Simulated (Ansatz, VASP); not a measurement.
One calculation of SnO2, two programs

```
Sn O
1.0
     3.01517    1.74081    4.40516
    -3.01517    1.74081    4.40516
     0.00000   -3.48162    4.40516
Sn O
4 8
Direct
  0.86468 0.86468 0.86468
  0.36482 0.36482 0.86482
  0.36482 0.86482 0.36482
  0.86482 0.36482 0.36482
  0.12350 0.62335 0.62335
  0.62335 0.12350 0.62335
  0.62335 0.62335 0.12350
  0.60621 0.60621 0.60621
  0.12347 0.12347 0.12347
  0.10609 0.10609 0.60624
  0.10609 0.60624 0.10609
  0.60624 0.10609 0.10609
```

Alike in both runs: task single point; functional PBEsol; k mesh 6 × 6 × 6; occupations gaussian, width 0.05 eV; no spin polarisation.

```csv
,VASP,Ansatz
version,VASP 6.6.1,Ansatz 0.2.0
potentials or method,"VASP PAW PBE potentials, release 64 (Sn_d, O), cutoff 520 eV","scalar-relativistic, plane waves, PAW"
valence electrons in the cell,104,104
```

VASP gave:

* gap on the k mesh at the Fermi level (eV): 3.16
* least direct gap on the mesh (eV): 3.16
* rms of the force components (eV/Å): 0.866

Task: Which values does Ansatz return?

Result: gap on the k mesh at the Fermi level (eV): 3.18; least direct gap on the mesh (eV): 3.18; rms of the force components (eV/Å): 0.818.

VASP's potentials were made for PBE, not for PBEsol, and Ansatz warns of the same on its side. Atom by atom the forces differ by 0.048 eV/Å (rms over components). The functional is the same, so the differences come from potentials, cutoffs and numerics.
